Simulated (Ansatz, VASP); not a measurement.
**Two plane-wave programs on Ba**

The input INCAR:

```
SYSTEM = Ba
PREC = Accurate ; ENCUT = 520
EDIFF = 1E-6 ; ISMEAR = -1
SIGMA = 0.1 ; LREAL = .False.
LASPH = .True. ; NELM = 100
ALGO = Normal ; ISIF = 2
LWAVE = .False. ; LCHARG = .True.
GGA = PS ; LELF = .True.
LVHAR = .True. ; NBANDS = 28
```

File KPOINTS:

```
Automatic mesh
0
Gamma
  10 10 3
  0 0 0
```

Contents of POSCAR:

```
Ba
1.0
    4.2365668626      0.0000000000      0.0000000000
   -2.1182834313      3.6689745278      0.0000000000
    0.0000000000      0.0000000000     13.8258593305
Ba
4
Direct
    1.0000000000      0.0000000000      1.0000000000
    1.0000000000      0.0000000000      0.5000000000
    0.3333333333      0.6666666667      0.2500000000
    0.6666666667      0.3333333333      0.7500000000
```

Input for Ansatz:

```yaml
crystal:
  lattice:
    - [4.2365668626, 0.0, 0.0]
    - [-2.1182834313, 3.6689745278, 0.0]
    - [0.0, 0.0, 13.8258593305]
  atoms:
    - { symbol: Ba, position: [1.0, 0.0, 1.0] }
    - { symbol: Ba, position: [1.0, 0.0, 0.5] }
    - { symbol: Ba, position: [0.3333333333, 0.6666666667, 0.25] }
    - { symbol: Ba, position: [0.6666666667, 0.3333333333, 0.75] }
hamiltonian:
  xc: pbesol
  pseudopotentials:
    kind: paw
    azcp:
      Ba: "pseudopotentials/Ba.paw.azcp"
basis:
  ecutwfc: 420
  fft_grid_basis: typed
kpoints:
  mp_grid: { grid: [10, 10, 3], shift: [0, 0, 0] }
magnetization:
  spin_polarized: false
scf:
  occupations: { method: fermi_dirac, width: 0.1 }
  lower_state_search: "off"
output:
  stress: true
```

Alike in both runs: task single point; functional PBEsol; k mesh 10 × 10 × 3; occupations fermi-dirac, width 0.1 eV; no spin polarisation.

|  | VASP | Ansatz |
| --- | --- | --- |
| version | VASP 6.6.1 | Ansatz 0.2.0 |
| potentials or method | VASP PAW PBE potentials, release 64 (Ba_sv), cutoff 520 eV | plane waves (420 eV) with PAW, scalar-relativistic |
| valence electrons in the cell | 40 | 40 |

```csv
,VASP,Ansatz,Ansatz less VASP
pressure (GPa),0.9,0.8,-0.12
```

VASP's potentials were made for PBE, not for PBEsol, and Ansatz warns of the same on its side.

Neither program's run includes spin-orbit coupling.
